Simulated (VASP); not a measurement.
# Bi (I4/mmm) in VASP: a series of runs

Aim: see how the results for Bi move with the level of theory and the settings. Levels: PBE, PBEsol. Tasks: single point.

All numbers are computed with VASP 6.6.1; they aren't measurements. Logs are shortened: lines on timing, memory, paths and dates and some standing lists are left out, and cuts for length are marked.

### 1 The cell of the first run

It takes space group I4/mmm (No. 139, tetragonal). The conventional cell has a = 8.809 Å, b = 8.809 Å, c = 2.874 Å, α = 90.00°, β = 90.00°, γ = 90.00°. Bi (site symmetry 4/mmm) has 2 Bi at 2.87 Å within 3.8 Å.

### 2 Single point, PBE (strained)

INCAR

```
SYSTEM = Bi
PREC = Accurate ; ENCUT = 520
EDIFF = 1E-7 ; ISMEAR = 0
SIGMA = 0.1 ; LREAL = .FALSE.
LASPH = .TRUE. ; NELM = 60
ALGO = Fast ; ISIF = 2
LWAVE = .FALSE. ; LCHARG = .FALSE.
GGA = PE ; NBANDS = 14
```

KPOINTS

```
regular mesh
0
G
  16 16 16
  0 0 0
```

POSCAR

```
Bi
1.0
   -4.4044502786      4.4044502786      1.4370301493
    4.4044502786     -4.4044502786      1.4370301493
    4.4044502786      4.4044502786     -1.4370301493
Bi
1
Direct
    0.0000000000      0.0000000000      0.0000000000
```

Potentials or basis: VASP PAW PBE potentials, release 64 (Bi_d).

Launch:

```bash
$ cat potpaw_PBE.64/Bi_d/POTCAR > POTCAR
$ mpirun -np 1 vasp_std > vasp.out
```

OUTCAR:

```text
SYSTEM = Bi
   PREC = Accurate
   ENCUT = 520
   EDIFF = 1E-7
   ISMEAR = 0
   LREAL = .FALSE.
   LASPH = .TRUE.
   NELM = 60
   ISIF = 2
   GGA = PE

 ion  position               nearest neighbor table
   1  0.000  0.000  0.000-

  LATTYP: Found a body centered tetragonal cell.
 ALAT       =     8.8089005572
 C/A-ratio  =     0.3262677652

  Lattice vectors:

 A1 = (  -4.4044502786,   4.4044502786,   1.4370301493)
 A2 = (   4.4044502786,  -4.4044502786,   1.4370301493)
 A3 = (   4.4044502786,   4.4044502786,  -1.4370301493)

Analysis of symmetry for initial positions (statically):
=====================================================================
 Subroutine PRICEL returns:
 Original cell was already a primitive cell.

 Routine SETGRP: Setting up the symmetry group for a
 body centered tetragonal supercell.

 Subroutine GETGRP returns: Found 16 space group operations
 (whereof 16 operations were pure point group operations)
 out of a pool of 16 trial point group operations.

The static configuration has the point symmetry D_4h.

Analysis of symmetry for dynamics (positions and initial velocities):
=====================================================================
 Subroutine PRICEL returns:
 Original cell was already a primitive cell.

 Routine SETGRP: Setting up the symmetry group for a
 body centered tetragonal supercell.

 Subroutine GETGRP returns: Found 16 space group operations
 (whereof 16 operations were pure point group operations)
 out of a pool of 16 trial point group operations.

The dynamic configuration has the point symmetry D_4h.

 Subroutine INISYM returns: Found 16 space group operations
 (whereof 16 operations are pure point group operations),
 and found     1 'primitive' translations

----------------------------------------------------------------------------------------

                                     Primitive cell

  volume of cell :     111.5088

  direct lattice vectors                    reciprocal lattice vectors
    -4.404450279  4.404450279  1.437030149     0.000000000  0.113521545  0.347939812
     4.404450279 -4.404450279  1.437030149     0.113521545  0.000000000  0.347939812
     4.404450279  4.404450279 -1.437030149     0.113521545  0.113521545  0.000000000

  length of vectors
     6.392450247  6.392450247  6.392450247     0.365990784  0.365990784  0.160543708

  position of ions in fractional coordinates (direct lattice)
     0.000000000  0.000000000  0.000000000

  ion indices of the primitive-cell ions
   primitive index   ion index
                 1           1

----------------------------------------------------------------------------------------

 KPOINTS: regular mesh

Automatic generation of k-mesh.
 Grid dimensions read from file:
 generate k-points for:   16   16   16

 Generating k-lattice:

  Cartesian coordinates                     Fractional coordinates (reciprocal lattice)
     0.000000000  0.007095097  0.021746238     0.062500000  0.000000000  0.000000000
     0.007095097  0.000000000  0.021746238     0.000000000  0.062500000  0.000000000
     0.007095097  0.007095097  0.000000000     0.000000000  0.000000000  0.062500000

  Length of vectors
     0.022874424  0.022874424  0.010033982

  Shift w.r.t. Gamma in fractional coordinates (k-lattice)
     0.000000000  0.000000000  0.000000000

 Subroutine IBZKPT returns following result:
 ===========================================

 Found    349 irreducible k-points:

 Following reciprocal coordinates:
            Coordinates               Weight
  0.000000  0.000000  0.000000      1.000000
  0.062500 -0.000000  0.000000      8.000000
  0.125000 -0.000000  0.000000      8.000000
  0.187500 -0.000000  0.000000      8.000000
  0.250000 -0.000000  0.000000      8.000000
  0.312500  0.000000  0.000000      8.000000
[... 16 lines left out ...]
 -0.125000  0.062500 -0.000000     16.000000
 -0.062500  0.062500  0.000000      4.000000
 [... further k-points ...]
   k-points           NKPTS =    349   k-points in BZ     NKDIM =    349   number of bands    NBANDS=     14
   number of dos      NEDOS =    301   number of ions     NIONS =      1
   total plane-waves  NPLWV = 110592
   dimension x,y,z NGX =    48 NGY =   48 NGZ =   48
   dimension x,y,z NGXF=    96 NGYF=   96 NGZF=   96
   ions per type =               1
   NGX,Y,Z   is equivalent  to a cutoff of  12.48, 12.48, 12.48 a.u.
   NGXF,Y,Z  is equivalent  to a cutoff of  24.97, 24.97, 24.97 a.u.
 SYSTEM =  Bi
   PREC   = accura    normal or accurate (medium, high low for compatibility)
   ISTART =      0    job   : 0-new  1-cont  2-samecut
   ICHARG =      2    charge: 1-file 2-atom 10-const
   ISPIN  =      1    spin polarized calculation?
   LNONCOLLINEAR =      F non collinear calculations
   LSORBIT =      F    spin-orbit coupling
   LASPH  =      T    aspherical Exc in radial PAW
   ENCUT  =  520.0 eV  38.22 Ry    6.18 a.u.  11.89 11.89 11.89*2*pi/ulx,y,z
   NELM   =     60;   NELMIN=  2; NELMDL= -5     # of ELM steps
   EDIFF  = 0.1E-06   stopping-criterion for ELM
   LREAL  =      F    real-space projection
   EDIFFG = 0.1E-05   stopping-criterion for IOM
   NSW    =      0    number of steps for IOM
   IBRION =     -1    ionic relax: 0-MD 1-quasi-New 2-CG
   NFREE  =      0    steps in history (QN), initial steepest desc. (CG)
   ISIF   =      2    stress and relaxation
   ISYM   =      2    0-nonsym 1-usesym 2-fastsym
   POTIM  = 0.5000    time-step for ionic-motion
   TEBEG  =    0.0;   TEEND  =   0.0 temperature during run
   PSTRESS=    0.0 pullay stress
   NELECT =      15.0000    total number of electrons
   NUPDOWN=      -1.0000    fix difference up-down
   EMIN   =  10.00;   EMAX   =-10.00  energy-range for DOS
   EFERMI =   0.00;   METHOD = LEGACY
   ISMEAR =     0;   SIGMA  =   0.10  broadening in eV -4-tet -1-fermi 0-gaus
   EFERMI_NEDOS =   21; number of points for ismear=-14 and -15
   IALGO  =     68    algorithm
   IMIX   =      4    mixing-type and parameters
     AMIX     =   0.40;   BMIX     =  1.00
     AMIX_MAG =   1.60;   BMIX_MAG =  1.00
  volume/ion in A,a.u.               =     111.51       752.50
  Fermi-wavevector in a.u.,A,eV,Ry     =   0.838820  1.585140  9.573319  0.703619
  Thomas-Fermi vector in A             =   1.952937
   LORBIT       =      0    0 simple, 1 ext, 2 COOP (PROOUT), +10 PAW based schemes
   GGA     = PE    functional components
   LHFCALC =     F    Hartree Fock is set to
   AEXX    =    0.0000 exact exchange contribution
   IVDW    =     0    specifies the selected vdW correction
   LEPSILON=     F    determine dielectric tensor
   LRPA    =     F    only Hartree local field effects (RPA)
 non-spin polarized calculation
 RMM-DIIS sequential band-by-band and
 Gauss-broadening in eV      SIGMA  =   0.10
  energy-cutoff  :      520.00
  volume of cell :      111.51
 maximum number of plane-waves:      3044
   NGX = 23   NGY = 23   NGZ = 23

 number of electron      14.9999992 magnetization

 Free energy of the ion-electron system (eV)
  ---------------------------------------------------
  ext. energy  EPLUGINS =         0.00000000
  ---------------------------------------------------
  free energy    TOTEN  =        -2.76895670 eV

  energy without entropy =       -2.75848293  energy(sigma->0) =       -2.76371982

 E-fermi :  -1.3269     XC(G=0):  -4.6435

 val. band max:       -1.3271152787   @ k =   0.5000   0.2500   0.1250
 cond. band min:      -1.3240097756   @ k =   0.4375   0.3125   0.1250
 fundamental gap:      0.0031055031
 Fermi energy:        -1.3268707320

 k-point     1 :       0.0000    0.0000    0.0000
  band No.  band energies     occupation
      1     -24.2127      2.00000
      2     -23.7375      2.00000
      3     -23.7375      2.00000
      4     -23.5629      2.00000
      5     -23.5629      2.00000
      6     -12.8917      2.00000
      7      -2.5891      2.00000
      8      -2.5891      2.00000
      9       1.5823      0.00000
     10       3.3855      0.00000
     11       5.7355      0.00000
     12       6.3646      0.00000
     13       6.3647      0.00000
     14       7.2991      0.00000

 k-point     2 :       0.0625   -0.0000    0.0000
  band No.  band energies     occupation
      1     -24.1809      2.00000
      2     -23.7363      2.00000
      3     -23.7362      2.00000
      4     -23.5747      2.00000
      5     -23.5747      2.00000
      6     -12.8209      2.00000
      7      -2.5101      2.00000
      8      -2.5095      2.00000
      9       1.6666      0.00000
     10       3.4637      0.00000
     11       5.7049      0.00000
     12       6.4435      0.00000
     13       6.4475      0.00000
     14       6.5971      0.00000

 k-point     3 :       0.1250   -0.0000    0.0000
  band No.  band energies     occupation
      1     -24.0902      2.00000
      2     -23.7327      2.00000
      3     -23.7327      2.00000
      4     -23.6080      2.00000
      5     -23.6080      2.00000
      6     -12.6073      2.00000
      7      -2.2768      2.00000
      8      -2.2743      2.00000
      9       1.9171      0.00000
     10       3.6983      0.00000
     11       4.6984      0.00000
     12       5.6789      0.00000
     13       6.6758      0.00000
     14       6.6937      0.00000

 k-point     4 :       0.1875   -0.0000    0.0000
  band No.  band energies     occupation
      1     -23.9536      2.00000
      2     -23.7274      2.00000
      3     -23.7273      2.00000
      4     -23.6574      2.00000
      5     -23.6574      2.00000
      6     -12.2478      2.00000
      7      -1.8999      2.00000
      8      -1.8946      2.00000
      9       2.2528      0.00000
     10       2.7044      0.00000
     11       4.0888      0.00000
     12       5.7392      0.00000
     13       7.0412      0.00000
     14       7.0929      0.00000

 k-point     5 :       0.2500   -0.0000    0.0000
  band No.  band energies     occupation
      1     -23.7915      2.00000
      2     -23.7211      2.00000
      3     -23.7210      2.00000
      4     -23.7151      2.00000
      5     -23.7151      2.00000
      6     -11.7408      2.00000
      7      -1.3982      1.68707
      8      -1.3896      1.62532
      9       0.5394      0.00000
     10       2.9639      0.00000
     11       4.6314      0.00000
[... 276 lines left out ...]
 k-point    22 :      -0.1875    0.0625   -0.0000
  band No.  band energies     occupation
      1     -24.0902      2.00000
      2     -23.7327      2.00000
      3     -23.7327      2.00000
      4     -23.6080      2.00000
      5     -23.6080      2.00000
      6     -12.6067      2.00000
      7      -2.3101      2.00000
      8      -2.2723      2.00000
      9       2.0124      0.00000
     10       3.7585      0.00000
     11       4.6962      0.00000
     12       5.4067      0.00000
     13       6.3959      0.00000
     14       7.0697      0.00000

 k-point    23 :      -0.1250    0.0625   -0.0000
  band No.  band energies     occupation
      1     -24.1809      2.00000
      2     -23.7363      2.00000
      3     -23.7362      2.00000
      4     -23.5747      2.00000
      5     -23.5747      2.00000
      6     -12.8205      2.00000
      7      -2.5336      2.00000
      8      -2.5077      2.00000
      9       1.7316      0.00000
     10       3.5043      0.00000
     11       5.4622      0.00000
     12       6.1871      0.00000
     13       6.5965      0.00000
     14       6.7658      0.00000

 k-point    24 :      -0.0625    0.0625    0.0000
  band No.  band energies     occupation
      1     -24.2127      2.00000
      2     -23.7375      2.00000
      3     -23.7375      2.00000
      4     -23.5629      2.00000
      5     -23.5629      2.00000
      6     -12.8915      2.00000
      7      -2.6013      2.00000
      8      -2.5881      2.00000
      9       1.6153      0.00000
     10       3.4060      0.00000
     11       5.5792      0.00000
     12       6.2024      0.00000
     13       6.5594      0.00000
     14       7.5447      0.00000

 [... further k-points ...]
[... 5 lines left out ...]
  --------------------------------------------------------------------------------------
  -------------------------------------------------------------------------------------
  Total       -0.0468427     -0.0468427      0.3915082      0.0000000      0.0000000     -0.0000000
  in kB       -0.6730437     -0.6730437      5.6252546      0.0000000      0.0000000     -0.0000000
  external PRESSURE =       1.4263891 kB  Pullay stress =       0.0000000 kB

 VOLUME and BASIS-vectors are now :
 -----------------------------------------------------------------------------
  energy-cutoff  :      520.00
  volume of cell :      111.51
      direct lattice vectors                 reciprocal lattice vectors
    -4.404450279  4.404450279  1.437030149     0.000000000  0.113521545  0.347939812
     4.404450279 -4.404450279  1.437030149     0.113521545  0.000000000  0.347939812
     4.404450279  4.404450279 -1.437030149     0.113521545  0.113521545  0.000000000

 POSITION                                       TOTAL-FORCE (eV/Angst)
 -----------------------------------------------------------------------------------
      0.00000      0.00000      0.00000         0.000000      0.000000     -0.000000
 -----------------------------------------------------------------------------------
    total drift:                               -0.000000      0.000000      0.000000

  FREE ENERGIE OF THE ION-ELECTRON SYSTEM (eV)
  ---------------------------------------------------
  free  energy   TOTEN  =        -2.7689567034 eV

  energy  without entropy=       -2.7584829286  energy(sigma->0) =       -2.76371982
```

Run time: 6 min. Hardware: 1 thread of Intel Xeon 6975P-C (Granite Rapids), shared host; peak memory 0.68 GiB.

What came out:

- Free energy: -2.7690 eV
- Pressure: 0.1 GPa
- Band gap on the k mesh: zero (an odd number of electrons rules out a gap without spin polarisation)

Stress tensor (GPa, compression positive):
```
-0.07  0.00  0.00
 0.00 -0.07  0.00
 0.00  0.00  0.56
```

Caveat: the cell differs from its parent crystal (strained); spin-orbit coupling is left out, which moves the levels of the heavy elements.

[end of part 1 of 2]
